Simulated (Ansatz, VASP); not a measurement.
**Ta in VASP and in Ansatz**

```
Ta
1.0
    -1.60522    1.60522    1.80908
     1.60522   -1.60522    1.80908
     1.60522    1.60522   -1.80908
Ta
1
Direct
  0.00000 0.00000 0.00000
```

Alike in both runs: task single point; functional PBE; k mesh 20 × 20 × 20; occupations gaussian, width 0.15 eV; no spin polarisation.

```csv
,VASP,Ansatz
version,VASP 6.6.1,Ansatz 0.2.0
potentials or method,"VASP PAW PBE potentials, release 64 (Ta_pv), cutoff 520 eV","scalar-relativistic, plane waves, PAW"
valence electrons in the cell,11,13
```

|  | VASP | Ansatz | Ansatz less VASP |
| --- | --- | --- | --- |
| gap on the k mesh at the Fermi level (eV) | none | none | - |
| pressure (GPa) | -2.5 | -2.5 | -0.04 |
| traceless stress, the component that is largest in VASP (GPa) | -6.83 | -6.83 | +0.003 |

A gap of «none» marks a metal or a gap that the smearing closes. With one functional, cell and mesh, what is left measures potentials, basis and numerics. VASP's potentials hold 11 valence electrons a cell and Ansatz's 13, so a difference there can come from the potentials and not from the codes.

Neither program's run includes spin-orbit coupling.
